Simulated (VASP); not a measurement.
# KNa (Pmma) in VASP: further runs

The runs below take KNa through single point, relaxation of cell and atoms, with PBE.

Program: VASP 6.6.1. These are calculated values, not measurements. Logs are shortened: lines on timing, memory, paths and dates and some standing lists are left out, and cuts for length are marked.

### Step 1. The cell of the first run

It takes space group Pmma (No. 51, orthorhombic). The conventional cell has a = 5.544 Å, b = 3.669 Å, c = 5.660 Å, α = 90.00°, β = 90.00°, γ = 90.00°. Within 4.5 Å of K (site symmetry mm2) lie 8 Na at 3.37 to 3.40 Å and 6 K at 3.49 to 4.50 Å. Na (site symmetry mm2) has 8 K at 3.37 to 3.40 Å and 6 Na at 3.49 to 4.49 Å within 4.5 Å.

### Step 2. Single point, PBE

Input file INCAR:

```
SYSTEM = KNa
PREC     = Accurate       ! precision mode
ENCUT    = 520            ! plane-wave cutoff, eV
EDIFF    = 1E-7           ! SCF threshold, eV
ISMEAR   = 0              ! smearing method
SIGMA    = 0.1            ! smearing width, eV
LREAL    = .False.        ! projectors in reciprocal space
LASPH    = .True.         ! aspherical terms in the spheres
NELM     = 60             ! most SCF steps
ALGO     = Normal         ! electronic algorithm
ISIF     = 2              ! what is computed and relaxed
LWAVE    = .False.        ! write WAVECAR
LCHARG   = .True.         ! write CHGCAR
GGA      = PE             ! functional
LELF     = .True.         ! ELF
LVHAR    = .True.       
NBANDS   = 24             ! bands
```

Input file KPOINTS:

```
regular mesh
0
Gamma
  4 6 4
  0 0 0
```

Input file POSCAR:

```
KNa
1.0
    5.5436300478      0.0000000000      0.0000000000
    0.0000000000      3.6685787081      0.0000000000
    0.0000000000      0.0000000000      5.6600928640
K Na
2 2
Direct
    0.7500000000      0.0000000000      0.6870000000
    0.2500000000      0.0000000000      0.3130000000
    0.7500000000      0.5000000000      0.1880000000
    0.2500000000      0.5000000000      0.8120000000
```

Potentials or basis: VASP PAW PBE potentials, release 64 (K_sv, Na_pv).

Command:

```
$ cat potpaw_PBE.64/K_sv/POTCAR potpaw_PBE.64/Na_pv/POTCAR > POTCAR
$ mpirun -np 1 vasp_std > vasp.out
```

OUTCAR:

```text
SYSTEM = KNa
   PREC = Accurate
   ENCUT = 520
   EDIFF = 1E-7
   ISMEAR = 0
   LREAL = .False.
   LASPH = .True.
   NELM = 60
   ISIF = 2
   GGA = PE

 ion  position               nearest neighbor table
   1  0.750  0.000  0.687-   2 3.49   2 3.49
   2  0.250  0.000  0.313-   1 3.49   1 3.49
   3  0.750  0.500  0.188-
   4  0.250  0.500  0.812-

  LATTYP: Found a simple orthorhombic cell.
 ALAT       =     3.6685787081
 B/A-ratio  =     1.5111111111
 C/A-ratio  =     1.5428571429

  Lattice vectors:

 A1 = (   0.0000000000,  -3.6685787081,   0.0000000000)
 A2 = (   5.5436300478,   0.0000000000,   0.0000000000)
 A3 = (   0.0000000000,   0.0000000000,   5.6600928640)

Analysis of symmetry for initial positions (statically):
=====================================================================
 Subroutine PRICEL returns:
 Original cell was already a primitive cell.

 Routine SETGRP: Setting up the symmetry group for a
 simple orthorhombic supercell.

 Subroutine GETGRP returns: Found  8 space group operations
 (whereof  4 operations were pure point group operations)
 out of a pool of  8 trial point group operations.

The static configuration has the point symmetry C_2h.
 The point group associated with its full space group is D_2h.

Analysis of symmetry for dynamics (positions and initial velocities):
=====================================================================
 Subroutine PRICEL returns:
 Original cell was already a primitive cell.

 Routine SETGRP: Setting up the symmetry group for a
 simple orthorhombic supercell.

 Subroutine GETGRP returns: Found  8 space group operations
 (whereof  4 operations were pure point group operations)
 out of a pool of  8 trial point group operations.

The dynamic configuration has the point symmetry C_2h.
 The point group associated with its full space group is D_2h.

 Subroutine INISYM returns: Found  8 space group operations
 (whereof  4 operations are pure point group operations),
 and found     1 'primitive' translations

----------------------------------------------------------------------------------------

                                     Primitive cell

  volume of cell :     115.1107

  direct lattice vectors                    reciprocal lattice vectors
     5.543630048  0.000000000  0.000000000     0.180387218  0.000000000  0.000000000
     0.000000000  3.668578708  0.000000000     0.000000000  0.272585129  0.000000000
     0.000000000  0.000000000  5.660092864     0.000000000  0.000000000  0.176675547

  length of vectors
[... 87 lines left out ...]
   LREAL  =      F    real-space projection
   EDIFFG = 0.1E-05   stopping-criterion for IOM
   NSW    =      0    number of steps for IOM
   IBRION =     -1    ionic relax: 0-MD 1-quasi-New 2-CG
   NFREE  =      0    steps in history (QN), initial steepest desc. (CG)
   ISIF   =      2    stress and relaxation
   ISYM   =      2    0-nonsym 1-usesym 2-fastsym
   POTIM  = 0.5000    time-step for ionic-motion
   TEBEG  =    0.0;   TEEND  =   0.0 temperature during run
   PSTRESS=    0.0 pullay stress
   NELECT =      32.0000    total number of electrons
   NUPDOWN=      -1.0000    fix difference up-down
   EMIN   =  10.00;   EMAX   =-10.00  energy-range for DOS
   EFERMI =   0.00;   METHOD = LEGACY
   ISMEAR =     0;   SIGMA  =   0.10  broadening in eV -4-tet -1-fermi 0-gaus
   EFERMI_NEDOS =   21; number of points for ismear=-14 and -15
   IALGO  =     38    algorithm
   IMIX   =      4    mixing-type and parameters
     AMIX     =   0.40;   BMIX     =  1.00
     AMIX_MAG =   1.60;   BMIX_MAG =  1.00
  volume/ion in A,a.u.               =      28.78       194.20
  Fermi-wavevector in a.u.,A,eV,Ry     =   1.068447  2.019072 15.532122  1.141579
  Thomas-Fermi vector in A             =   2.204095
   LORBIT       =      0    0 simple, 1 ext, 2 COOP (PROOUT), +10 PAW based schemes
   GGA     = PE    functional components
   LHFCALC =     F    Hartree Fock is set to
   AEXX    =    0.0000 exact exchange contribution
   IVDW    =     0    specifies the selected vdW correction
   LEPSILON=     F    determine dielectric tensor
   LRPA    =     F    only Hartree local field effects (RPA)
 non-spin polarized calculation
 Gauss-broadening in eV      SIGMA  =   0.10
  energy-cutoff  :      520.00
  volume of cell :      115.11
 maximum number of plane-waves:      3128
 NGX is ok and might be reduce to    42
   NGX = 21   NGY = 13   NGZ = 21

 number of electron      32.0000002 magnetization

 Free energy of the ion-electron system (eV)
  ---------------------------------------------------
  ext. energy  EPLUGINS =         0.00000000
  ---------------------------------------------------
  free energy    TOTEN  =        -2.70271599 eV

  energy without entropy =       -2.68320545  energy(sigma->0) =       -2.69296072

 E-fermi :   2.1592     XC(G=0):  -7.8781

 val. band max:        2.1365308553   @ k =   0.2500   0.3333   0.2500
 cond. band min:       2.1720220143   @ k =   0.2500   0.3333   0.0000
 fundamental gap:      0.0354911590
 Fermi energy:         2.1591772220

 k-point     1 :       0.0000    0.0000    0.0000
  band No.  band energies     occupation
      1     -29.7096      2.00000
      2     -29.6507      2.00000
      3     -22.7512      2.00000
      4     -22.7452      2.00000
      5     -22.7368      2.00000
      6     -22.7195      2.00000
[... 637 lines left out ...]
     23       7.0231      0.00000
     24       7.0352      0.00000

 [... further k-points ...]

------------------------ aborting loop because EDIFF is reached ----------------------------------------

  FORCE on cell =-STRESS in cart. coord.  units (eV):
  Direction    XX          YY          ZZ          XY          YZ          ZX
  --------------------------------------------------------------------------------------
  -------------------------------------------------------------------------------------
  Total        7.0134961      7.1856309      7.0559786      0.0000000      0.0000000      0.0000000
  in kB       97.6179097    100.0137813     98.2092059      0.0000000      0.0000000      0.0000000
  external PRESSURE =      98.6136323 kB  Pullay stress =       0.0000000 kB

 VOLUME and BASIS-vectors are now :
 -----------------------------------------------------------------------------
  energy-cutoff  :      520.00
  volume of cell :      115.11
      direct lattice vectors                 reciprocal lattice vectors
     5.543630048  0.000000000  0.000000000     0.180387218  0.000000000  0.000000000
     0.000000000  3.668578708  0.000000000     0.000000000  0.272585129  0.000000000
     0.000000000  0.000000000  5.660092864     0.000000000  0.000000000  0.176675547

 POSITION                                       TOTAL-FORCE (eV/Angst)
 -----------------------------------------------------------------------------------
      4.15772      0.00000      3.88848         0.000000      0.000000      0.224086
      1.38591      0.00000      1.77161         0.000000      0.000000     -0.224086
      4.15772      1.83429      1.06410         0.000000      0.000000     -0.217985
      1.38591      1.83429      4.59600        -0.000000     -0.000000      0.217985
 -----------------------------------------------------------------------------------
    total drift:                                0.000000     -0.000000      0.000000

  FREE ENERGIE OF THE ION-ELECTRON SYSTEM (eV)
  ---------------------------------------------------
  free  energy   TOTEN  =        -2.7027159942 eV

  energy  without entropy=       -2.6832054455  energy(sigma->0) =       -2.69296072
```

OSZICAR:

```text
N       E                     dE             d eps       ncg     rms          rms(c)
DAV:   1     0.303043273129E+03    0.30304E+03   -0.15700E+04  1736   0.134E+03
DAV:   2     0.182050337149E+02   -0.28484E+03   -0.27432E+03  1792   0.408E+02
DAV:   3    -0.161632727231E+01   -0.19821E+02   -0.19533E+02  2824   0.103E+02
DAV:   4    -0.271325194170E+01   -0.10969E+01   -0.10817E+01  2592   0.174E+01
DAV:   5    -0.274061824556E+01   -0.27366E-01   -0.27351E-01  2856   0.208E+00    0.845E+00
DAV:   6    -0.270867191174E+01    0.31946E-01   -0.38848E-02  2336   0.121E+00    0.566E+00
DAV:   7    -0.270542975091E+01    0.32422E-02   -0.91988E-02  3048   0.146E+00    0.482E-01
DAV:   8    -0.270263306266E+01    0.27967E-02   -0.15322E-02  2208   0.804E-01    0.152E-01
DAV:   9    -0.270270258525E+01   -0.69523E-04   -0.12303E-03  2696   0.178E-01    0.778E-02
DAV:  10    -0.270271667212E+01   -0.14087E-04   -0.45993E-05  2256   0.430E-02    0.102E-02
DAV:  11    -0.270271700802E+01   -0.33590E-06   -0.68081E-06  2600   0.152E-02    0.128E-02
DAV:  12    -0.270271605871E+01    0.94931E-06   -0.56726E-07  2144   0.444E-03    0.272E-03
DAV:  13    -0.270271599416E+01    0.64552E-07   -0.72240E-08  1616   0.226E-03
   1 F= -.27027160E+01 E0= -.26929607E+01  d E =-.195105E-01
```

It took 90 s on 1 thread of Intel Xeon Platinum 8259CL at 2.50GHz (Skylake/Cascade Lake), shared host; peak memory 0.25 GiB.

Results:

- Free energy: -2.7027 eV
- Pressure: 9.9 GPa
- Largest force: 0.224 eV/Å
- Band gap on the k mesh: zero (bands 16 and 17 overlap by 1.63 eV)

Forces on the atoms (eV/Å):
```
K    0.000  0.000  0.224
K    0.000  0.000 -0.224
Na   0.000  0.000 -0.218
Na   0.000  0.000  0.218
```

Stress tensor (GPa, compression positive):
```
 9.76  0.00  0.00
 0.00 10.00  0.00
 0.00  0.00  9.82
```

Levels at points of the mesh, in eV from the Fermi level:
```tsv
k point	band 14	band 15	band 16	band 17	band 18	band 19
(0.00, 0.00, 0.00)	-15.17	-3.65	-0.19	1.04	1.27	1.64
(0.50, 0.00, 0.00)	-15.20	-2.24	-2.24	1.24	1.24	2.07
(0.00, 0.50, 0.00)	-15.20	-0.82	-0.55	1.01	1.15	1.33
(0.50, 0.50, 0.00)	-15.23	-0.05	-0.05	0.50	0.50	1.90
(0.00, 0.00, 0.50)	-15.17	-2.35	-2.21	1.29	1.52	1.91
(0.50, 0.00, 0.50)	-15.20	-1.24	-1.24	-0.86	-0.86	3.41
(0.00, 0.50, 0.50)	-15.22	-0.26	0.17	0.34	0.71	1.56
(0.50, 0.50, 0.50)	-15.20	-0.07	-0.07	1.27	1.27	1.63
```

Caveat: the cell stands under pressure.

### Step 3. Single point, PBE

This run uses another cell than the first one, of 54.56 Å³/atom.

Input file INCAR:

```
SYSTEM = KNa
PREC = Accurate ; ENCUT = 520
EDIFF = 1E-6 ; ISMEAR = 0
SIGMA = 0.1 ; LREAL = .False.
LASPH = .True. ; NELM = 60
ALGO = Fast ; ISIF = 2
LWAVE = .False. ; LCHARG = .False.
GGA = PE ; NBANDS = 24
```

KPOINTS is that of step 2.

Input file POSCAR:

```
KNa
1.0
    6.7848797436      0.0000000000      0.0000000000
    0.0000000000      4.6249176419      0.0000000000
    0.0000000000      0.0000000000      6.9554387316
K Na
2 2
Direct
    0.7500000000      0.0000000000      0.7079535632
    0.2500000000      0.0000000000      0.2920464368
    0.7500000000      0.5000000000      0.1838685331
    0.2500000000      0.5000000000      0.8161314669
```

Potentials or basis: VASP PAW PBE potentials, release 64 (K_sv, Na_pv).

Command:

```
$ cat potpaw_PBE.64/K_sv/POTCAR potpaw_PBE.64/Na_pv/POTCAR > POTCAR
$ mpirun -np 1 vasp_std > vasp.out
```

It took 4.6 min on 1 thread of Intel Xeon Platinum 8259CL at 2.50GHz (Skylake/Cascade Lake), shared host; peak memory 0.37 GiB.

It converged, with:

```yaml
Free_energy: -4.6467 eV
Pressure: 0.0 GPa
Largest_force: 0.006 eV/Å
Band_gap_on_the_k_mesh: zero (bands 16 and 17 overlap by 1.30 eV)
```

Forces in eV/Å, atoms in the order of the input:
```
K    0.000  0.000  0.004
K    0.000  0.000 -0.004
Na   0.000  0.000  0.006
Na   0.000  0.000 -0.006
```

Levels at points of the mesh, in eV from the Fermi level:
| k point | band 12 | band 13 | band 14 | band 15 | band 16 | band 17 | band 18 | band 19 | band 20 | band 21 |
| --- | --- | --- | --- | --- | --- | --- | --- | --- | --- | --- |
| (0.00, 0.00, 0.00) | -15.38 | -15.38 | -15.37 | -2.56 | 0.11 | 0.65 | 0.76 | 1.13 | 2.45 | 2.59 |
| (0.50, 0.00, 0.00) | -15.39 | -15.38 | -15.38 | -1.69 | -1.69 | 1.24 | 1.24 | 1.34 | 1.34 | 3.57 |
| (0.00, 0.50, 0.00) | -15.41 | -15.38 | -15.38 | -0.82 | -0.62 | 1.36 | 1.40 | 1.43 | 2.22 | 2.64 |
| (0.50, 0.50, 0.00) | -15.41 | -15.38 | -15.38 | -0.15 | -0.15 | 0.25 | 0.25 | 1.96 | 1.96 | 2.92 |
| (0.00, 0.00, 0.50) | -15.39 | -15.38 | -15.38 | -1.82 | -1.62 | 1.12 | 1.43 | 1.45 | 1.50 | 3.22 |
| (0.50, 0.00, 0.50) | -15.38 | -15.38 | -15.38 | -1.03 | -1.03 | -0.72 | -0.72 | 3.36 | 3.36 | 3.61 |
| (0.00, 0.50, 0.50) | -15.40 | -15.39 | -15.38 | -0.34 | 0.00 | 0.13 | 0.31 | 2.07 | 2.11 | 2.84 |
| (0.50, 0.50, 0.50) | -15.42 | -15.38 | -15.38 | 0.21 | 0.21 | 0.82 | 0.82 | 0.86 | 0.86 | 1.37 |

[end of part 1 of 2]
